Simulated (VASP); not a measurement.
# Nb (I4/mmm) in VASP: notebook

Nb is run at these levels: PBEsol; tasks: single point.

Everything below comes from runs of VASP 6.6.1. Logs are shortened: lines on timing, memory, paths and dates and some standing lists are left out, and cuts for length are marked.

## 1. The cell of the first run

The structure is tetragonal, space group I4/mmm (No. 139). Conventional cell: a = 3.328 Å, b = 3.328 Å, c = 2.829 Å, α = 90.00°, β = 90.00°, γ = 90.00°. Nb (site symmetry 4/mmm) has 14 Nb at 2.75 to 3.33 Å within 3.6 Å.

## 2. Single point, PBEsol (strain -0.1500 x Voigt [0, 1, 0, 0, 0, 0])

Contents of INCAR:

```
SYSTEM = Nb
ALGO = Fast
EDIFF = 1E-6
ENCUT = 520
GGA = PS
ISIF = 2
ISMEAR = 0
LASPH = .TRUE.
LCHARG = .FALSE.
LREAL = .FALSE.
LWAVE = .FALSE.
NBANDS = 12
NELM = 80
PREC = Accurate
SIGMA = 0.15
```

Contents of KPOINTS:

```
k-points
0
G
  20 20 20
  0 0 0
```

Contents of POSCAR:

```
Nb
1.0
   -1.6639500000      1.4143575000      1.6639500000
    1.6639500000     -1.4143575000      1.6639500000
    1.6639500000      1.4143575000     -1.6639500000
Nb
1
Direct
    0.0000000000      0.0000000000      0.0000000000
```

Potentials or basis: VASP PAW PBE potentials, release 64 (Nb_sv).

On the command line:

```bash
$ cat potpaw_PBE.64/Nb_sv/POTCAR > POTCAR
$ mpirun -np 1 vasp_std > vasp.out
```

OUTCAR:

```text
SYSTEM = Nb
   EDIFF = 1E-6
   ENCUT = 520
   GGA = PS
   ISIF = 2
   ISMEAR = 0
   LASPH = .TRUE.
   LREAL = .FALSE.
   NELM = 80
   PREC = Accurate

 ion  position               nearest neighbor table
   1  0.000  0.000  0.000-

  LATTYP: Found a body centered tetragonal cell.
 ALAT       =     3.3279000000
 C/A-ratio  =     0.8500000000

  Lattice vectors:

 A1 = (  -1.6639500000,  -1.4143575000,   1.6639500000)
 A2 = (   1.6639500000,  -1.4143575000,  -1.6639500000)
 A3 = (   1.6639500000,   1.4143575000,   1.6639500000)

Analysis of symmetry for initial positions (statically):
=====================================================================
 Subroutine PRICEL returns:
 Original cell was already a primitive cell.

 Routine SETGRP: Setting up the symmetry group for a
 body centered tetragonal supercell.

 Subroutine GETGRP returns: Found 16 space group operations
 (whereof 16 operations were pure point group operations)
 out of a pool of 16 trial point group operations.

The static configuration has the point symmetry D_4h.

Analysis of symmetry for dynamics (positions and initial velocities):
=====================================================================
 Subroutine PRICEL returns:
 Original cell was already a primitive cell.

 Routine SETGRP: Setting up the symmetry group for a
 body centered tetragonal supercell.

 Subroutine GETGRP returns: Found 16 space group operations
 (whereof 16 operations were pure point group operations)
 out of a pool of 16 trial point group operations.

The dynamic configuration has the point symmetry D_4h.

 Subroutine INISYM returns: Found 16 space group operations
 (whereof 16 operations are pure point group operations),
 and found     1 'primitive' translations

----------------------------------------------------------------------------------------

                                     Primitive cell

  volume of cell :      15.6639

  direct lattice vectors                    reciprocal lattice vectors
    -1.663950000  1.414357500  1.663950000     0.000000000  0.353517410  0.300489798
     1.663950000 -1.414357500  1.663950000     0.300489798  0.000000000  0.300489798
     1.663950000  1.414357500 -1.663950000     0.300489798  0.353517410  0.000000000

  length of vectors
     2.745517500  2.745517500  2.745517500     0.463970557  0.424956748  0.463970557

  position of ions in fractional coordinates (direct lattice)
     0.000000000  0.000000000  0.000000000

  ion indices of the primitive-cell ions
   primitive index   ion index
                 1           1

----------------------------------------------------------------------------------------

 KPOINTS: k-points

Automatic generation of k-mesh.
 Grid dimensions read from file:
 generate k-points for:   20   20   20

 Generating k-lattice:

  Cartesian coordinates                     Fractional coordinates (reciprocal lattice)
     0.000000000  0.017675870  0.015024490     0.050000000  0.000000000  0.000000000
     0.015024490  0.000000000  0.015024490     0.000000000  0.050000000  0.000000000
     0.015024490  0.017675870  0.000000000     0.000000000  0.000000000  0.050000000

  Length of vectors
     0.023198528  0.021247837  0.023198528

  Shift w.r.t. Gamma in fractional coordinates (k-lattice)
     0.000000000  0.000000000  0.000000000

 Subroutine IBZKPT returns following result:
 ===========================================

 Found    641 irreducible k-points:

 Following reciprocal coordinates:
            Coordinates               Weight
  0.000000  0.000000  0.000000      1.000000
  0.050000  0.000000 -0.000000      8.000000
  0.100000  0.000000 -0.000000      8.000000
  0.150000  0.000000 -0.000000      8.000000
  0.200000  0.000000 -0.000000      8.000000
  0.250000  0.000000 -0.000000      8.000000
[... 16 lines left out ...]
 -0.450000  0.050000  0.000000     16.000000
 -0.400000  0.050000  0.000000     16.000000
 [... further k-points ...]
   k-points           NKPTS =    641   k-points in BZ     NKDIM =    641   number of bands    NBANDS=     12
   number of dos      NEDOS =    301   number of ions     NIONS =      1
   total plane-waves  NPLWV =   8000
   dimension x,y,z NGX =    20 NGY =   20 NGZ =   20
   dimension x,y,z NGXF=    40 NGYF=   40 NGZF=   40
   ions per type =               1
   NGX,Y,Z   is equivalent  to a cutoff of  12.11, 12.11, 12.11 a.u.
   NGXF,Y,Z  is equivalent  to a cutoff of  24.22, 24.22, 24.22 a.u.
 SYSTEM =  Nb
   PREC   = accura    normal or accurate (medium, high low for compatibility)
   ISTART =      0    job   : 0-new  1-cont  2-samecut
   ICHARG =      2    charge: 1-file 2-atom 10-const
   ISPIN  =      1    spin polarized calculation?
   LNONCOLLINEAR =      F non collinear calculations
   LSORBIT =      F    spin-orbit coupling
   LASPH  =      T    aspherical Exc in radial PAW
   ENCUT  =  520.0 eV  38.22 Ry    6.18 a.u.   5.10  5.10  5.10*2*pi/ulx,y,z
   NELM   =     80;   NELMIN=  2; NELMDL= -5     # of ELM steps
   EDIFF  = 0.1E-05   stopping-criterion for ELM
   LREAL  =      F    real-space projection
   EDIFFG = 0.1E-04   stopping-criterion for IOM
   NSW    =      0    number of steps for IOM
   IBRION =     -1    ionic relax: 0-MD 1-quasi-New 2-CG
   NFREE  =      0    steps in history (QN), initial steepest desc. (CG)
   ISIF   =      2    stress and relaxation
   ISYM   =      2    0-nonsym 1-usesym 2-fastsym
   POTIM  = 0.5000    time-step for ionic-motion
   TEBEG  =    0.0;   TEEND  =   0.0 temperature during run
   PSTRESS=    0.0 pullay stress
   NELECT =      13.0000    total number of electrons
   NUPDOWN=      -1.0000    fix difference up-down
   EMIN   =  10.00;   EMAX   =-10.00  energy-range for DOS
   EFERMI =   0.00;   METHOD = LEGACY
   ISMEAR =     0;   SIGMA  =   0.15  broadening in eV -4-tet -1-fermi 0-gaus
   EFERMI_NEDOS =   21; number of points for ismear=-14 and -15
   IALGO  =     68    algorithm
   IMIX   =      4    mixing-type and parameters
     AMIX     =   0.40;   BMIX     =  1.00
     AMIX_MAG =   1.60;   BMIX_MAG =  1.00
  volume/ion in A,a.u.               =      15.66       105.71
  Fermi-wavevector in a.u.,A,eV,Ry     =   1.538471  2.907289 32.203543  2.366894
  Thomas-Fermi vector in A             =   2.644835
   LORBIT       =      0    0 simple, 1 ext, 2 COOP (PROOUT), +10 PAW based schemes
   GGA     = PS    functional components
   LHFCALC =     F    Hartree Fock is set to
   AEXX    =    0.0000 exact exchange contribution
   IVDW    =     0    specifies the selected vdW correction
   LEPSILON=     F    determine dielectric tensor
   LRPA    =     F    only Hartree local field effects (RPA)
 non-spin polarized calculation
 RMM-DIIS sequential band-by-band and
 Gauss-broadening in eV      SIGMA  =   0.15
  energy-cutoff  :      520.00
  volume of cell :       15.66
 maximum number of plane-waves:       438
   NGX = 11   NGY = 11   NGZ = 11

 number of electron      13.0000000 magnetization

 Free energy of the ion-electron system (eV)
  ---------------------------------------------------
  ext. energy  EPLUGINS =         0.00000000
  ---------------------------------------------------
  free energy    TOTEN  =       -10.69371825 eV

  energy without entropy =      -10.68117337  energy(sigma->0) =      -10.68744581

 E-fermi :  13.3256     XC(G=0): -13.3671

 val. band max:       13.3243199399   @ k =  -0.1000   0.4000   0.1000
 cond. band min:      13.3283250715   @ k =  -0.4500   0.4500   0.1500
 fundamental gap:      0.0040051316
 Fermi energy:        13.3256345046

 k-point     1 :       0.0000    0.0000    0.0000
  band No.  band energies     occupation
      1     -41.0797      2.00000
      2     -16.0464      2.00000
      3     -16.0464      2.00000
      4     -15.8999      2.00000
      5       6.9572      2.00000
      6      12.0748      2.00000
      7      14.4568      0.00000
      8      14.4568      0.00000
      9      14.9585      0.00000
     10      18.0832      0.00000
     11      26.9298      0.00000
     12      26.9298      0.00000

 k-point     2 :       0.0500    0.0000   -0.0000
  band No.  band energies     occupation
      1     -41.0684      2.00000
      2     -16.0750      2.00000
      3     -16.0633      2.00000
      4     -15.9357      2.00000
      5       7.0900      2.00000
      6      12.1176      2.00000
      7      14.3803      0.00000
      8      14.4178      0.00000
      9      15.0002      0.00000
     10      17.9555      0.00000
     11      27.1862      0.00000
     12      27.2087      0.00000

 k-point     3 :       0.1000    0.0000   -0.0000
  band No.  band energies     occupation
      1     -41.0356      2.00000
      2     -16.2034      2.00000
      3     -16.1118      2.00000
      4     -15.9920      2.00000
      5       7.4698      2.00000
      6      12.1887      2.00000
      7      14.1083      0.00000
      8      14.3842      0.00000
      9      15.1882      0.00000
     10      17.6557      0.00000
     11      27.9243      0.00000
     12      27.9286      0.00000

 k-point     4 :       0.1500    0.0000   -0.0000
  band No.  band energies     occupation
      1     -40.9841      2.00000
      2     -16.4454      2.00000
      3     -16.1867      2.00000
      4     -16.0315      2.00000
      5       8.0357      2.00000
      6      12.1384      2.00000
      7      13.6970      0.00046
      8      14.5649      0.00000
      9      15.5449      0.00000
     10      17.3318      0.00000
     11      28.7305      0.00000
     12      29.0689      0.00000

 k-point     5 :       0.2000    0.0000   -0.0000
  band No.  band energies     occupation
      1     -40.9185      2.00000
      2     -16.7538      2.00000
      3     -16.2796      2.00000
      4     -16.0681      2.00000
      5       8.6617      2.00000
      6      11.8885      2.00000
      7      13.3335      0.94108
      8      15.0958      0.00000
      9      16.0439      0.00000
     10      17.0724      0.00000
     11      28.8190      0.00000
     12      30.5383      0.00000
[... 228 lines left out ...]
      1     -40.6025      2.00000
      2     -18.0759      2.00000
      3     -16.7075      2.00000
      4     -16.2332      2.00000
      5       8.7438      2.00000
      6      10.4017      2.00000
      7      16.2701      0.00000
      8      16.8285      0.00000
      9      19.3254      0.00000
     10      20.6069      0.00000
     11      25.4725      0.00000
     12      28.1369      0.00000

 k-point    22 :       0.5000    0.0500   -0.0000
  band No.  band energies     occupation
      1     -40.5998      2.00000
      2     -18.0879      2.00000
      3     -16.7042      2.00000
      4     -16.2381      2.00000
      5       8.7375      2.00000
      6      10.3863      2.00000
      7      16.0573      0.00000
      8      17.0177      0.00000
      9      19.5619      0.00000
     10      20.5496      0.00000
     11      25.4755      0.00000
     12      27.9247      0.00000

 k-point    23 :      -0.4500    0.0500    0.0000
  band No.  band energies     occupation
      1     -40.6211      2.00000
      2     -18.0068      2.00000
      3     -16.6703      2.00000
      4     -16.2317      2.00000
      5       8.8508      2.00000
      6      10.4788      2.00000
      7      15.5838      0.00000
      8      16.9010      0.00000
      9      19.3660      0.00000
     10      19.8556      0.00000
     11      25.6885      0.00000
     12      28.6738      0.00000

 k-point    24 :      -0.4000    0.0500    0.0000
  band No.  band energies     occupation
      1     -40.6641      2.00000
      2     -17.8386      2.00000
      3     -16.6085      2.00000
      4     -16.2148      2.00000
      5       9.0533      2.00000
      6      10.6758      2.00000
      7      14.8462      0.00000
      8      16.6920      0.00000
      9      18.6964      0.00000
     10      18.9335      0.00000
     11      26.2300      0.00000
     12      29.8937      0.00000

 [... further k-points ...]

------------------------ aborting loop because EDIFF is reached ----------------------------------------

  FORCE on cell =-STRESS in cart. coord.  units (eV):
  Direction    XX          YY          ZZ          XY          YZ          ZX
  --------------------------------------------------------------------------------------
  -------------------------------------------------------------------------------------
  Total        1.8651583      4.4276687      1.8651583      0.0000000      0.0000000      0.0000000
  in kB      190.7772325    452.8829421    190.7772325      0.0000000      0.0000000      0.0000000
  external PRESSURE =     278.1458024 kB  Pullay stress =       0.0000000 kB

 VOLUME and BASIS-vectors are now :
 -----------------------------------------------------------------------------
  energy-cutoff  :      520.00
  volume of cell :       15.66
      direct lattice vectors                 reciprocal lattice vectors
    -1.663950000  1.414357500  1.663950000     0.000000000  0.353517410  0.300489798
     1.663950000 -1.414357500  1.663950000     0.300489798  0.000000000  0.300489798
     1.663950000  1.414357500 -1.663950000     0.300489798  0.353517410  0.000000000

 POSITION                                       TOTAL-FORCE (eV/Angst)
 -----------------------------------------------------------------------------------
      0.00000      0.00000      0.00000         0.000000      0.000000      0.000000
 -----------------------------------------------------------------------------------
    total drift:                                0.000000     -0.000000      0.000000

  FREE ENERGIE OF THE ION-ELECTRON SYSTEM (eV)
  ---------------------------------------------------
  free  energy   TOTEN  =       -10.6937182545 eV

  energy  without entropy=      -10.6811733670  energy(sigma->0) =      -10.68744581
```

It took 2.3 min on 1 thread of Intel Xeon 8259CL, shared host; peak memory 0.23 GiB.

What came out:

```yaml
Free_energy: -10.6937 eV
Pressure: 27.8 GPa
Band_gap_on_the_k_mesh: zero (an odd number of electrons rules out a gap without spin polarisation)
```

Levels at points of the mesh, in eV from the Fermi level:
```csv
k point,band 3,band 4,band 5,band 6,band 7,band 8,band 9,band 10
"(0.00, 0.00, 0.00)",-29.37,-29.23,-6.37,-1.25,1.13,1.13,1.63,4.76
"(0.50, 0.00, 0.00)",-30.02,-29.54,-4.68,-2.99,3.31,3.49,6.16,7.15
"(0.00, 0.50, 0.00)",-29.68,-29.27,-4.34,-0.56,1.58,1.99,3.48,7.10
"(0.50, 0.50, 0.50)",-30.91,-30.18,-5.07,-4.55,6.31,6.31,6.93,8.88
```

Caveat: the cell differs from its parent crystal (strain -0.1500 x Voigt [0, 1, 0, 0, 0, 0]); the cell stands under pressure; the PAW data sets were made with another functional, which shifts forces and pressure a little.

## 3. Single point, PBEsol (strain -0.1125 x Voigt [0, 1, 0, 0, 0, 0])

Contents of INCAR:

```
PREC = Accurate
ENCUT = 520
EDIFF = 1E-6
ISMEAR = 0
SIGMA = 0.15
LREAL = F
LASPH = T
NELM = 80
ALGO = Normal
ISIF = 2
LWAVE = F
LCHARG = F
GGA = PS
NBANDS = 12
```

Contents of KPOINTS:

```
Automatic mesh
0
Gamma
  20 20 20
```

Contents of POSCAR:

```
Nb
1.0
   -1.6639500000      1.4767556250      1.6639500000
    1.6639500000     -1.4767556250      1.6639500000
    1.6639500000      1.4767556250     -1.6639500000
Nb
1
Direct
    0.0000000000      0.0000000000      0.0000000000
```

Potentials or basis: VASP PAW PBE potentials, release 64 (Nb_sv).

On the command line:

```bash
$ cat potpaw_PBE.64/Nb_sv/POTCAR > POTCAR
$ mpirun -np 1 vasp_std > vasp.out
```

Wall time 79 s (1 thread of Intel Xeon 8259CL, shared host); peak memory 0.24 GiB.

Results (log left out):

```yaml
Free_energy: -10.8491 eV
Pressure: 15.4 GPa
Band_gap_on_the_k_mesh: zero (an odd number of electrons rules out a gap without spin polarisation)
```

Stress tensor (GPa, compression positive):
```
 9.81  0.00  0.00
 0.00 26.53  0.00
 0.00  0.00  9.81
```

Levels at points of the mesh, in eV from the Fermi level:
```
           k point  band 4  band 5  band 6  band 7  band 8  band 9
(0.00, 0.00, 0.00)  -29.32   -6.22   -0.72    0.89    0.89    2.23
(0.50, 0.00, 0.00)  -29.49   -4.33   -2.54    3.12    3.42    5.49
(0.00, 0.50, 0.00)  -29.31   -4.12   -0.88    2.08    2.16    3.69
(0.50, 0.50, 0.50)  -30.27   -4.60   -4.25    6.11    6.11    6.57
```

Caveat: the cell differs from its parent crystal (strain -0.1125 x Voigt [0, 1, 0, 0, 0, 0]); the cell stands under pressure; the PAW data sets were made with another functional, which shifts forces and pressure a little.

## 4. Single point, PBEsol (strain -0.0750 x Voigt [0, 1, 0, 0, 0, 0])

Contents of INCAR:

```
SYSTEM = Nb
PREC = Accurate ; ENCUT = 520
EDIFF = 1E-6 ; ISMEAR = 0
SIGMA = 0.15 ; LREAL = .False.
LASPH = .True. ; NELM = 100
ALGO = Normal ; ISIF = 2
LWAVE = .False. ; LCHARG = .False.
GGA = PS ; NBANDS = 12
```

Contents of KPOINTS:

```
regular mesh
0
Gamma
  20 20 20
  0 0 0
```

Contents of POSCAR:

```
Nb
1.0
   -1.6639500000      1.5391537500      1.6639500000
    1.6639500000     -1.5391537500      1.6639500000
    1.6639500000      1.5391537500     -1.6639500000
Nb
1
Direct
    0.0000000000      0.0000000000      0.0000000000
```

On the command line:

```bash
$ cat potpaw_PBE.64/Nb_sv/POTCAR > POTCAR
$ mpirun -np 1 vasp_std > vasp.out
```

Run time: 84 s. Hardware: 1 thread of Intel Xeon 8259CL, shared host; peak memory 0.24 GiB.

Results (log left out):

| Quantity | Value |
| --- | --- |
| Free energy | -10.9295 eV |
| Pressure | 5.3 GPa |
| Band gap on the k mesh | zero (an odd number of electrons rules out a gap without spin polarisation) |

Stress tensor (GPa, compression positive):
```
 2.43  0.00  0.00
 0.00 11.14  0.00
 0.00  0.00  2.43
```

Levels at points of the mesh, in eV from the Fermi level:
| k point | band 3 | band 4 | band 5 | band 6 | band 7 | band 8 | band 9 | band 10 |
| --- | --- | --- | --- | --- | --- | --- | --- | --- |
| (0.00, 0.00, 0.00) | -29.42 | -29.41 | -6.10 | -0.28 | 0.70 | 0.70 | 2.68 | 4.02 |
| (0.50, 0.00, 0.00) | -29.95 | -29.49 | -4.04 | -2.16 | 2.78 | 3.48 | 4.85 | 6.84 |
| (0.00, 0.50, 0.00) | -29.85 | -29.38 | -3.93 | -1.15 | 2.14 | 2.63 | 3.82 | 6.70 |
| (0.50, 0.50, 0.50) | -30.59 | -30.34 | -4.20 | -3.98 | 5.91 | 5.91 | 6.22 | 8.89 |

Caveat: the cell differs from its parent crystal (strain -0.0750 x Voigt [0, 1, 0, 0, 0, 0]); the cell stands under pressure; the PAW data sets were made with another functional, which shifts forces and pressure a little.

## 5. The runs side by side

| cell | gap on the mesh (eV) | pressure (GPa) |
| --- | --- | --- |
| a = 2.746 Å, angles 105.4, 118.0, 105.4°, 1 atom | none | 27.8 |
| a = 2.778 Å, angles 106.4, 115.8, 106.4°, 1 atom | none | 15.4 |
| a = 2.812 Å, angles 107.4, 113.6, 107.4°, 1 atom | none | 5.3 |

Alike in all rows: task single point; level PBEsol; potentials or basis VASP PAW PBE potentials, release 64 (Nb_sv); no spin polarisation; k mesh 20 × 20 × 20; cutoff (eV) 520; smearing gaussian 0.15 eV.

Caveats: the cell stands under pressure; the PAW data sets were made with another functional, which shifts forces and pressure a little.

Total energies depend on the potentials used, so only differences within one code and one set of settings carry meaning.
